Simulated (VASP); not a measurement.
Set up this calculation in VASP 6.6.1, as the native input.

| Item | Value |
| --- | --- |
| Task | single point |
| Functional | r2SCAN |
| Potentials or basis | VASP PAW PBE potentials, release 64 (Mg, O) |
| Cutoff | 520 eV |
| k mesh | 10 × 10 × 10 |
| Occupations | methfessel-paxton, width 0.0448 eV |
| Spin | no spin polarisation |
| Dipole correction | no |
| Further INCAR settings | ALGO = Normal; EDIFF = 1e-06; NBANDS = 11 |

MgO:

```
CELL_PARAMETERS angstrom
0.00000 2.22289 2.22289
2.22289 0.00000 2.22289
2.22289 2.22289 0.00000
ATOMIC_POSITIONS crystal
Mg 0.00000 0.00000 0.00000
O 0.50000 0.50000 0.50000
```

The input as run:

POSCAR

```
MgO
1.0
    0.0000000000      2.2228920000      2.2228920000
    2.2228920000      0.0000000000      2.2228920000
    2.2228920000      2.2228920000      0.0000000000
Mg O
1 1
Direct
    0.0000000000      0.0000000000      0.0000000000
    0.5000000000      0.5000000000      0.5000000000
```

INCAR.step1

```
  PREC = Accurate
  ENCUT = 520
  ISMEAR = 1
  SIGMA = 0.0448
  LREAL = F
  LASPH = T
  NELM = 80
  NBANDS = 11
  GGA = PE
  ALGO = Normal
  EDIFF = 1E-4
  LWAVE = T
  LCHARG = F
```

INCAR.step2

```
  PREC = Accurate
  ENCUT = 520
  EDIFF = 1E-6
  ISMEAR = 1
  SIGMA = 0.0448
  LREAL = F
  LASPH = T
  NELM = 80
  ALGO = Normal
  ISIF = 2
  LWAVE = F
  LCHARG = T
  METAGGA = R2SCAN
  LMIXTAU = T
  LELF = T
  LVHAR = T
  NBANDS = 11
  ISTART = 1
```

KPOINTS

```
Automatic mesh
0
Gamma
  10 10 10
```

Potentials or basis: VASP PAW PBE potentials, release 64 (Mg, O).

Command:

```sh
$ cat potpaw_PBE.64/Mg/POTCAR potpaw_PBE.64/O/POTCAR > POTCAR
$ cp INCAR.step1 INCAR
$ mpirun -np 1 vasp_std > vasp.out
$ cp INCAR.step2 INCAR
$ mpirun -np 1 vasp_std > vasp.out
```

It gave:

```yaml
Pressure: -20.8 GPa
Band_gap_on_the_k_mesh: 4.12 eV, direct
```

Caveat: the PAW data sets were made with another functional, which shifts forces and pressure a little.

Run time: 18 s on 1 thread of Intel(R) Xeon(R) 6975P-C (Granite Rapids) (shared host), peak memory 0.15 GiB.
